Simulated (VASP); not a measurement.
A run of VASP 6.6.1 is set up as follows.

The input INCAR:

```
SYSTEM = CaBC
ALGO     = Normal         ! electronic algorithm
EDIFF    = 1E-6           ! SCF threshold, eV
ENCUT    = 520            ! plane-wave cutoff, eV
GGA      = PE             ! functional
ISIF     = 2              ! what is computed and relaxed
ISMEAR   = -1             ! smearing method
LASPH    = .True.         ! aspherical terms in the spheres
LCHARG   = .False.        ! write CHGCAR
LREAL    = .False.        ! projectors in reciprocal space
LWAVE    = .False.        ! write WAVECAR
NBANDS   = 26             ! bands
NELM     = 100            ! most SCF steps
PREC     = Accurate       ! precision mode
SIGMA    = 0.05           ! smearing width, eV
```

The input KPOINTS:

```
k-points
0
Gamma
  10 10 4
  0 0 0
```

The input POSCAR:

```
CaBC
1.0
    2.9667538568      0.0000000000      0.0000000000
   -1.4833769284      2.5692842067      0.0000000000
    0.0000000000      0.0000000000      8.2054140000
Ca C B
2 2 2
Direct
    0.0000000000      0.0000000000      0.5000000000
    0.0000000000      0.0000000000      0.0000000000
    0.3333333333      0.6666666667      0.2500000000
    0.6666666667      0.3333333333      0.7500000000
    0.3333333333      0.6666666667      0.7500000000
    0.6666666667      0.3333333333      0.2500000000
```

Potentials or basis: VASP PAW PBE potentials, release 64 (Ca_sv, C, B).

Run with:

```bash
$ cat potpaw_PBE.64/Ca_sv/POTCAR potpaw_PBE.64/C/POTCAR potpaw_PBE.64/B/POTCAR > POTCAR
$ mpirun -np 1 vasp_std > vasp.out
```

(1) Estimate the band gap on the k mesh.

(2) Estimate the pressure.

## Answers

(1) zero (band 17 reaches 7.97 eV, above the bottom of band 18 at 5.74 eV).

(2) -0.1 GPa.
